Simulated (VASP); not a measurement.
Wanted: the native input for a VASP 6.6.1 run.

```
Task                   : single point
Functional             : PBE
Potentials or basis    : VASP PAW PBE potentials, release 64 (Fe, O)
Cutoff                 : 520 eV
k mesh                 : 11 × 11 × 11
Occupations            : fermi-dirac, width 0.05 eV
Spin                   : collinear spin, ferromagnetic start
Starting moments       : [3.0, 0.0] μB
Dipole correction      : no
Further INCAR settings : ALGO = Normal; EDIFF = 1e-07; NBANDS = 18
```

The structure of FeO (Wuestite) lies in POSCAR:

```
FeO
1.0
    0.0000000000      2.1554000000      2.1554000000
    2.1554000000      0.0000000000      2.1554000000
    2.1554000000      2.1554000000      0.0000000000
Fe O
1 1
Direct
    0.0000000000      0.0000000000      0.0000000000
    0.5000000000      0.5000000000      0.5000000000
```

These files were run (other wordings do the same):

INCAR

```
SYSTEM = FeO
ALGO     = Normal         ! electronic algorithm
EDIFF    = 1E-7           ! SCF threshold, eV
ENCUT    = 520            ! plane-wave cutoff, eV
GGA      = PE             ! functional
ISIF     = 2              ! what is computed and relaxed
ISMEAR   = -1             ! smearing method
ISPIN    = 2              ! spin polarisation
LASPH    = .True.         ! aspherical terms in the spheres
LCHARG   = .False.        ! write CHGCAR
LMAXMIX  = 4              ! l up to which the mixer works
LORBIT   = 11             ! projections on sites
LREAL    = .False.        ! projectors in reciprocal space
LWAVE    = .False.        ! write WAVECAR
MAGMOM   = 3 0            ! initial moments
NBANDS   = 18             ! bands
NELM     = 150            ! most SCF steps
PREC     = Accurate       ! precision mode
SIGMA    = 0.05           ! smearing width, eV
```

KPOINTS

```
k-points
0
Gamma
  11 11 11
  0 0 0
```

Potentials or basis: VASP PAW PBE potentials, release 64 (Fe, O).

Launch:

```console
$ cat potpaw_PBE.64/Fe/POTCAR potpaw_PBE.64/O/POTCAR > POTCAR
$ mpirun -np 1 vasp_std > vasp.out
```

Results of the run:

```json
{
  "Pressure": "-0.1 GPa",
  "Band gap on the k mesh": "zero (filled and empty bands overlap)",
  "Net moment": "4.00 μB per cell",
  "Site moments": "Fe +3.62; O +0.30 μB",
  "Valence electrons inside the program's atomic spheres": "Fe 6.73; O 4.99"
}
```

Caveat: a cell with one magnetic atom can't hold antiferromagnetic order, which such compounds often take; semilocal functionals often make such compounds metallic where correlation or magnetic order opens a gap, which also shifts bond lengths.

Wall time 16 s on 1 thread of Intel(R) Xeon(R) 6975P-C (Granite Rapids), with other jobs on the host, peak memory 0.16 GiB.
